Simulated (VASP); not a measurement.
Write the native input for VASP 6.6.1 that does the following.

| Property | Result |
| --- | --- |
| Task | single point |
| Functional | HSE06 |
| Potentials or basis | VASP PAW PBE potentials, release 64 (Zr_sv, O) |
| Cutoff | 520 eV |
| k mesh | 4 × 4 × 4 |
| Occupations | gaussian, width 0.01 eV |
| Spin | no spin polarisation |
| Dipole correction | no |
| Grid for exact exchange (PRECFOCK) | Normal |
| Further INCAR settings | ALGO = Normal; EDIFF = 1e-06; NBANDS = 33 |
| Share of exact exchange | 0.25 |
| Screening parameter | 0.2079 1/Å |

Crystal: ZrO2.

```
Zr O
1.0
     3.60103    0.00000    0.00000
     0.00000    3.60103    0.00000
     0.00000    0.00000    5.01807
Zr O
2 4
Direct
  0.00000 0.00000 0.00000
  0.50000 0.50000 0.50000
  0.00000 0.50000 0.28963
  0.00000 0.50000 0.78963
  0.50000 0.00000 0.71037
  0.50000 0.00000 0.21037
```

This cell differs from its parent crystal: uniaxial z strain -4.0%.

These files were run (other wordings do the same):

POSCAR

```
ZrO2
1.0
    3.6010285391      0.0000000000      0.0000000000
    0.0000000000      3.6010285391      0.0000000000
    0.0000000000      0.0000000000      5.0180734219
Zr O
2 4
Direct
    0.0000000000      0.0000000000      0.0000000000
    0.5000000000      0.5000000000      0.5000000000
    0.0000000000      0.5000000000      0.2896254083
    0.0000000000      0.5000000000      0.7896254083
    0.5000000000      0.0000000000      0.7103745917
    0.5000000000      0.0000000000      0.2103745917
```

INCAR.step1

```
SYSTEM = ZrO2
PREC     = Accurate       ! precision mode
ENCUT    = 520            ! plane-wave cutoff, eV
EDIFF    = 1E-5           ! SCF threshold, eV
ISMEAR   = 0              ! smearing method
SIGMA    = 0.01           ! smearing width, eV
LREAL    = .FALSE.        ! projectors in reciprocal space
LASPH    = .TRUE.         ! aspherical terms in the spheres
NELM     = 120            ! most SCF steps
ALGO     = Normal         ! electronic algorithm
ISIF     = 2              ! what is computed and relaxed
LWAVE    = .TRUE.         ! write WAVECAR
LCHARG   = .FALSE.        ! write CHGCAR
NBANDS   = 33             ! bands
GGA      = PE             ! functional
GGA_COMPAT= .FALSE.      
KPAR     = 4
```

INCAR.step2

```
SYSTEM = ZrO2
PREC     = Accurate       ! precision mode
ENCUT    = 520            ! plane-wave cutoff, eV
EDIFF    = 1E-6           ! SCF threshold, eV
ISMEAR   = 0              ! smearing method
SIGMA    = 0.01           ! smearing width, eV
LREAL    = .FALSE.        ! projectors in reciprocal space
LASPH    = .TRUE.         ! aspherical terms in the spheres
NELM     = 120            ! most SCF steps
ALGO     = Normal         ! electronic algorithm
ISIF     = 2              ! what is computed and relaxed
LWAVE    = .FALSE.        ! write WAVECAR
LCHARG   = .FALSE.        ! write CHGCAR
GGA      = PE             ! functional
LHFCALC  = .TRUE.         ! exact exchange
HFSCREEN = 0.2079         ! screening, 1/A
PRECFOCK = Normal       
NBANDS   = 33             ! bands
ISTART   = 1            
GGA_COMPAT= .FALSE.      
KPAR     = 4
```

KPOINTS

```
Automatic mesh
0
G
  4 4 4
  0 0 0
```

Potentials or basis: VASP PAW PBE potentials, release 64 (Zr_sv, O).

The run is started by

```console
$ cat potpaw_PBE.64/Zr_sv/POTCAR potpaw_PBE.64/O/POTCAR > POTCAR
$ cp INCAR.step1 INCAR
$ mpirun -np 4 vasp_std > vasp.out
$ cp INCAR.step2 INCAR
$ mpirun -np 4 vasp_std > vasp.out
```

Results of the run:

| Property | Result |
| --- | --- |
| Pressure | 4.7 GPa |
| Largest force | 0.012 eV/Å |
| Band gap on the k mesh | 5.35 eV (least direct gap 5.43 eV) |

Caveat: the k points lie up to 0.44 Å⁻¹ apart; the cell differs from its parent crystal (uniaxial z strain -4.0%); the PAW data sets were made with another functional, which shifts forces and pressure a little.

Wall time 29 min on 4 MPI ranks on Intel(R) Xeon(R) Platinum 8375C CPU @ 2.90GHz (Ice Lake) (shared host), peak memory 0.31 GiB a rank.
